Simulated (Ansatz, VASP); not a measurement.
## MnS in VASP and in Ansatz

```
Mn S
1.0
     3.09904    0.00000    0.00000
     0.00000    3.09904    0.00000
     0.00000    0.00000    3.09904
Mn S
1 1
Direct
  0.50000 0.50000 0.50000
  0.00000 0.00000 0.00000
```

Alike in both runs: task single point; functional PBEsol; k mesh 7 × 7 × 7; collinear spin.

```csv
,VASP,Ansatz
version,VASP 6.6.1,Ansatz 0.2.0
potentials or method,"VASP PAW PBE potentials, release 64 (Mn_pv, S)","plane waves, PAW"
plane-wave cutoff (eV),520,420
occupations,"methfessel-paxton of order 1, width 0.3 eV","cold, width 0.3 eV"
valence electrons in the cell,19,21
```

|  | VASP | Ansatz | Ansatz less VASP |
| --- | --- | --- | --- |
| pressure (GPa) | -13.0 | -13.0 | -0.05 |
| net moment per atom (μB) | 1.67 | 1.67 | -0.002 |
| size of the moment on the site where the two differ most (μB) | 0.11 | 0.12 | +0.013 |

VASP's potentials were made for PBE, not for PBEsol. Site moments also hang on the region over which each program counts them. VASP's potentials hold 19 valence electrons a cell and Ansatz's 21, so a difference there can come from the potentials and not from the codes. Ansatz's warnings: given moment on shells, stability check not made.
